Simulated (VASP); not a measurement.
# BiB (rocksalt type) (Fm-3m) in VASP: notebook

Aim: see how the results for BiB (rocksalt type) move with the level of theory and the settings. Levels: PBEsol, PBE. Tasks: single point.

All numbers are computed with VASP 6.6.1; they aren't measurements. Logs are shortened: lines on timing, memory, paths and dates and some standing lists are left out, and cuts for length are marked.

**1. The cell of the first run**

The structure is cubic, space group Fm-3m (No. 225). Conventional cell: a = 5.276 Å, b = 5.276 Å, c = 5.276 Å, α = 90.00°, β = 90.00°, γ = 90.00°. Within 3.5 Å of B (site symmetry m-3m) lie 6 Bi at 2.64 Å. Within 3.5 Å of Bi (site symmetry m-3m) lie 6 B at 2.64 Å.

**2. Single point, PBEsol**

INCAR

```
SYSTEM = BiB
PREC = Accurate
ENCUT = 520
EDIFF = 1E-7
ISMEAR = -1
SIGMA = 0.05
LREAL = .False.
LASPH = .True.
NELM = 100
ALGO = Normal
ISIF = 2
LWAVE = .False.
LCHARG = .False.
GGA = PS
NBANDS = 16
```

KPOINTS

```
regular mesh
0
Gamma
  12 12 12
  0 0 0
```

POSCAR

```
BiB
1.0
    0.0000000000      2.6380753196      2.6380753196
    2.6380753196      0.0000000000      2.6380753196
    2.6380753196      2.6380753196      0.0000000000
B Bi
1 1
Direct
    0.0000000000      0.0000000000      0.0000000000
    0.5000000000      0.5000000000      0.5000000000
```

Potentials or basis: VASP PAW PBE potentials, release 64 (B, Bi_d).

Started as:

```sh
cat potpaw_PBE.64/B/POTCAR potpaw_PBE.64/Bi_d/POTCAR > POTCAR
mpirun -np 1 vasp_std > vasp.out
```

OUTCAR:

```text
SYSTEM = BiB
   PREC = Accurate
   ENCUT = 520
   EDIFF = 1E-7
   ISMEAR = -1
   LREAL = .False.
   LASPH = .True.
   NELM = 100
   ISIF = 2
   GGA = PS

 ion  position               nearest neighbor table
   1  0.000  0.000  0.000-   2 2.64   2 2.64   2 2.64   2 2.64   2 2.64   2 2.64
   2  0.500  0.500  0.500-   1 2.64   1 2.64   1 2.64   1 2.64   1 2.64   1 2.64

  LATTYP: Found a face centered cubic cell.
 ALAT       =     5.2761506392

  Lattice vectors:

 A1 = (   0.0000000000,   2.6380753196,   2.6380753196)
 A2 = (   2.6380753196,   0.0000000000,   2.6380753196)
 A3 = (   2.6380753196,   2.6380753196,   0.0000000000)

Analysis of symmetry for initial positions (statically):
=====================================================================
 Subroutine PRICEL returns:
 Original cell was already a primitive cell.

 Routine SETGRP: Setting up the symmetry group for a
 face centered cubic supercell.

 Subroutine GETGRP returns: Found 48 space group operations
 (whereof 48 operations were pure point group operations)
 out of a pool of 48 trial point group operations.

The static configuration has the point symmetry O_h .

Analysis of symmetry for dynamics (positions and initial velocities):
=====================================================================
 Subroutine PRICEL returns:
 Original cell was already a primitive cell.

 Routine SETGRP: Setting up the symmetry group for a
 face centered cubic supercell.

 Subroutine GETGRP returns: Found 48 space group operations
 (whereof 48 operations were pure point group operations)
 out of a pool of 48 trial point group operations.

The dynamic configuration has the point symmetry O_h .

 Subroutine INISYM returns: Found 48 space group operations
 (whereof 48 operations are pure point group operations),
 and found     1 'primitive' translations

----------------------------------------------------------------------------------------

                                     Primitive cell

  volume of cell :      36.7191

  direct lattice vectors                    reciprocal lattice vectors
     0.000000000  2.638075320  2.638075320    -0.189532117  0.189532117  0.189532117
     2.638075320  0.000000000  2.638075320     0.189532117 -0.189532117  0.189532117
     2.638075320  2.638075320  0.000000000     0.189532117  0.189532117 -0.189532117

  length of vectors
     3.730801896  3.730801896  3.730801896     0.328279256  0.328279256  0.328279256

[... 79 lines left out ...]
   NELM   =    100;   NELMIN=  2; NELMDL= -5     # of ELM steps
   EDIFF  = 0.1E-06   stopping-criterion for ELM
   LREAL  =      F    real-space projection
   EDIFFG = 0.1E-05   stopping-criterion for IOM
   NSW    =      0    number of steps for IOM
   IBRION =     -1    ionic relax: 0-MD 1-quasi-New 2-CG
   NFREE  =      0    steps in history (QN), initial steepest desc. (CG)
   ISIF   =      2    stress and relaxation
   ISYM   =      2    0-nonsym 1-usesym 2-fastsym
   POTIM  = 0.5000    time-step for ionic-motion
   TEBEG  =    0.0;   TEEND  =   0.0 temperature during run
   PSTRESS=    0.0 pullay stress
   NELECT =      18.0000    total number of electrons
   NUPDOWN=      -1.0000    fix difference up-down
   EMIN   =  10.00;   EMAX   =-10.00  energy-range for DOS
   EFERMI =   0.00;   METHOD = LEGACY
   ISMEAR =    -1;   SIGMA  =   0.05  broadening in eV -4-tet -1-fermi 0-gaus
   EFERMI_NEDOS =   21; number of points for ismear=-14 and -15
   IALGO  =     38    algorithm
   IMIX   =      4    mixing-type and parameters
     AMIX     =   0.40;   BMIX     =  1.00
     AMIX_MAG =   1.60;   BMIX_MAG =  1.00
  volume/ion in A,a.u.               =      18.36       123.90
  Fermi-wavevector in a.u.,A,eV,Ry     =   1.290828  2.439312 22.670540  1.666238
  Thomas-Fermi vector in A             =   2.422636
   LORBIT       =      0    0 simple, 1 ext, 2 COOP (PROOUT), +10 PAW based schemes
   GGA     = PS    functional components
   LHFCALC =     F    Hartree Fock is set to
   AEXX    =    0.0000 exact exchange contribution
   IVDW    =     0    specifies the selected vdW correction
   LEPSILON=     F    determine dielectric tensor
   LRPA    =     F    only Hartree local field effects (RPA)
 non-spin polarized calculation
  energy-cutoff  :      520.00
  volume of cell :       36.72
 maximum number of plane-waves:      1004
   NGX = 13   NGY = 13   NGZ = 13

 number of electron      18.0000000 magnetization

 Free energy of the ion-electron system (eV)
  ---------------------------------------------------
  ext. energy  EPLUGINS =         0.00000000
  ---------------------------------------------------
  free energy    TOTEN  =        -9.03413598 eV

  energy without entropy =       -9.02579397  energy(sigma->0) =       -9.02996498

 E-fermi :   7.9652     XC(G=0): -11.0523

 val. band max:        7.9392790272   @ k =   0.0833   0.0000   0.0000
 cond. band min:       7.9833125204   @ k =  -0.1667   0.2500   0.0833
 fundamental gap:      0.0440334932
 Fermi energy:         7.9652235551

 k-point     1 :       0.0000    0.0000    0.0000
  band No.  band energies     occupation
      1     -14.7676      2.00000
      2     -14.7676      2.00000
      3     -14.7676      2.00000
      4     -14.7375      2.00000
      5     -14.7375      2.00000
      6      -6.1520      2.00000
[... 433 lines left out ...]
      3     -14.7474      2.00000
      4     -14.6989      2.00000
      5     -14.6882      2.00000
      6      -3.1438      2.00000
[... 8 lines left out ...]
     15      19.7992      0.00000
     16      20.0521      0.00000

 [... further k-points ...]

------------------------ aborting loop because EDIFF is reached ----------------------------------------

  FORCE on cell =-STRESS in cart. coord.  units (eV):
  Direction    XX          YY          ZZ          XY          YZ          ZX
  --------------------------------------------------------------------------------------
  -------------------------------------------------------------------------------------
  Total       -0.7536190     -0.7536190     -0.7536190     -0.0000000     -0.0000000      0.0000000
  in kB      -32.8829543    -32.8829543    -32.8829543     -0.0000000     -0.0000000      0.0000000
  external PRESSURE =     -32.8829543 kB  Pullay stress =       0.0000000 kB

 VOLUME and BASIS-vectors are now :
 -----------------------------------------------------------------------------
  energy-cutoff  :      520.00
  volume of cell :       36.72
      direct lattice vectors                 reciprocal lattice vectors
     0.000000000  2.638075320  2.638075320    -0.189532117  0.189532117  0.189532117
     2.638075320  0.000000000  2.638075320     0.189532117 -0.189532117  0.189532117
     2.638075320  2.638075320  0.000000000     0.189532117  0.189532117 -0.189532117

 POSITION                                       TOTAL-FORCE (eV/Angst)
 -----------------------------------------------------------------------------------
      0.00000      0.00000      0.00000        -0.000000      0.000000     -0.000000
      2.63808      2.63808      2.63808         0.000000     -0.000000      0.000000
 -----------------------------------------------------------------------------------
    total drift:                                0.000000      0.000000      0.000000

  FREE ENERGIE OF THE ION-ELECTRON SYSTEM (eV)
  ---------------------------------------------------
  free  energy   TOTEN  =        -9.0341359816 eV

  energy  without entropy=       -9.0257939697  energy(sigma->0) =       -9.02996498
```

It took 21 s on 1 thread of Intel Xeon Platinum 8488C (Sapphire Rapids), shared host; peak memory 0.17 GiB.

What came out:

```yaml
Free_energy: -9.0341 eV
Pressure: -3.3 GPa
Band_gap_on_the_k_mesh: zero (band 9 reaches 9.15 eV, above the bottom of band 10 at 5.10 eV)
```

Caveat: the PAW data sets were made with another functional, which shifts forces and pressure a little; spin-orbit coupling is left out, which moves the levels of the heavy elements.

**3. Single point, PBE**

INCAR

```
SYSTEM = BiB
PREC     = Accurate       ! precision mode
ENCUT    = 520            ! plane-wave cutoff, eV
EDIFF    = 1E-7           ! SCF threshold, eV
ISMEAR   = -1             ! smearing method
SIGMA    = 0.05           ! smearing width, eV
LREAL    = .FALSE.        ! projectors in reciprocal space
LASPH    = .TRUE.         ! aspherical terms in the spheres
NELM     = 100            ! most SCF steps
ALGO     = Normal         ! electronic algorithm
ISIF     = 2              ! what is computed and relaxed
LWAVE    = .FALSE.        ! write WAVECAR
LCHARG   = .FALSE.        ! write CHGCAR
GGA      = PE             ! functional
NBANDS   = 16             ! bands
```

KPOINTS

```
Automatic mesh
0
G
  12 12 12
  0 0 0
```

POSCAR is that of step 2.

Potentials or basis: VASP PAW PBE potentials, release 64 (B, Bi_d).

Started as:

```sh
cat potpaw_PBE.64/B/POTCAR potpaw_PBE.64/Bi_d/POTCAR > POTCAR
mpirun -np 1 vasp_std > vasp.out
```

OUTCAR:

```text
SYSTEM = BiB
   PREC = Accurate
   ENCUT = 520
   EDIFF = 1E-7
   ISMEAR = -1
   LREAL = .FALSE.
   LASPH = .TRUE.
   NELM = 100
   ISIF = 2
   GGA = PE

 ion  position               nearest neighbor table
   1  0.000  0.000  0.000-   2 2.64   2 2.64   2 2.64   2 2.64   2 2.64   2 2.64
   2  0.500  0.500  0.500-   1 2.64   1 2.64   1 2.64   1 2.64   1 2.64   1 2.64

  LATTYP: Found a face centered cubic cell.
 ALAT       =     5.2761506392

  Lattice vectors:

[... 640 lines left out ...]
 [... further k-points ...]

------------------------ aborting loop because EDIFF is reached ----------------------------------------

  FORCE on cell =-STRESS in cart. coord.  units (eV):
  Direction    XX          YY          ZZ          XY          YZ          ZX
  --------------------------------------------------------------------------------------
  -------------------------------------------------------------------------------------
  Total        0.0060405      0.0060405      0.0060405     -0.0000000      0.0000000      0.0000000
  in kB        0.2635660      0.2635660      0.2635660     -0.0000000      0.0000000      0.0000000
  external PRESSURE =       0.2635660 kB  Pullay stress =       0.0000000 kB

 VOLUME and BASIS-vectors are now :
 -----------------------------------------------------------------------------
  energy-cutoff  :      520.00
  volume of cell :       36.72
      direct lattice vectors                 reciprocal lattice vectors
     0.000000000  2.638075320  2.638075320    -0.189532117  0.189532117  0.189532117
     2.638075320  0.000000000  2.638075320     0.189532117 -0.189532117  0.189532117
     2.638075320  2.638075320  0.000000000     0.189532117  0.189532117 -0.189532117

 POSITION                                       TOTAL-FORCE (eV/Angst)
 -----------------------------------------------------------------------------------
      0.00000      0.00000      0.00000         0.000000     -0.000000     -0.000000
      2.63808      2.63808      2.63808        -0.000000      0.000000      0.000000
 -----------------------------------------------------------------------------------
    total drift:                                0.000000      0.000000      0.000000

  FREE ENERGIE OF THE ION-ELECTRON SYSTEM (eV)
  ---------------------------------------------------
  free  energy   TOTEN  =        -8.1986414765 eV

  energy  without entropy=       -8.1901755858  energy(sigma->0) =       -8.19440853
```

Wall time 22 s (1 thread of Intel Xeon Platinum 8488C (Sapphire Rapids), shared host); peak memory 0.18 GiB.

What came out:

| Property | Result |
| --- | --- |
| Free energy | -8.1986 eV |
| Pressure | 0.0 GPa |
| Band gap on the k mesh | zero (band 9 reaches 9.24 eV, above the bottom of band 10 at 5.24 eV) |

Caveat: spin-orbit coupling is left out, which moves the levels of the heavy elements.
